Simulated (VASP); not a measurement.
Set up this calculation in VASP 6.6.1, as the native input.

```
Task                   : single point
Functional             : PBEsol
Potentials or basis    : VASP PAW PBE potentials, release 64 (Si, Ni)
Cutoff                 : 520 eV
k mesh                 : 8 × 12 × 8
Occupations            : gaussian, width 0.15 eV
Spin                   : no spin polarisation
Dipole correction      : no
Further INCAR settings : ALGO = Fast; EDIFF = 1e-07; NBANDS = 38
```

The structure of SiNi lies in POSCAR:

```
SiNi
1.0
    5.0878282843      0.0000000000      0.0000000000
    0.0000000000      3.4165324921      0.0000000000
    0.0000000000      0.0000000000      5.5278301702
Si Ni
4 4
Direct
    0.3214276657      0.7500000000      0.0865554855
    0.1785723343      0.2500000000      0.5865554855
    0.8214276657      0.7500000000      0.4134445145
    0.6785723343      0.2500000000      0.9134445145
    0.0093007310      0.2500000000      0.1873863638
    0.4906992690      0.7500000000      0.6873863638
    0.5093007310      0.2500000000      0.3126136362
    0.9906992690      0.7500000000      0.8126136362
```

This cell differs from its parent crystal: strain +0.0175 x Voigt [0, 1, 0, 0, 0, 0].

These files were run (other wordings do the same):

INCAR

```
SYSTEM = SiNi
PREC = Accurate ; ENCUT = 520
EDIFF = 1E-7 ; ISMEAR = 0
SIGMA = 0.15 ; LREAL = .FALSE.
LASPH = .TRUE. ; NELM = 80
ALGO = Fast ; ISIF = 2
LWAVE = .FALSE. ; LCHARG = .FALSE.
GGA = PS ; NBANDS = 38
```

KPOINTS

```
Automatic mesh
0
G
  8 12 8
  0 0 0
```

Potentials or basis: VASP PAW PBE potentials, release 64 (Si, Ni).

Command:

```sh
$ cat potpaw_PBE.64/Si/POTCAR potpaw_PBE.64/Ni/POTCAR > POTCAR
$ mpirun -np 1 vasp_std > vasp.out
```

Results of the run:

| Item | Value |
| --- | --- |
| Pressure | -3.0 GPa |
| Largest force | 0.125 eV/Å |
| Band gap on the k mesh | zero (bands 28 and 29 overlap by 1.92 eV) |

Caveat: the cell differs from its parent crystal (strain +0.0175 x Voigt [0, 1, 0, 0, 0, 0]); the cell stands under tension; the PAW data sets were made with another functional, which shifts forces and pressure a little.

Run time: 22 min on 1 thread of Oxide Virtual Turin-like Processor, on a shared host, peak memory 0.53 GiB.
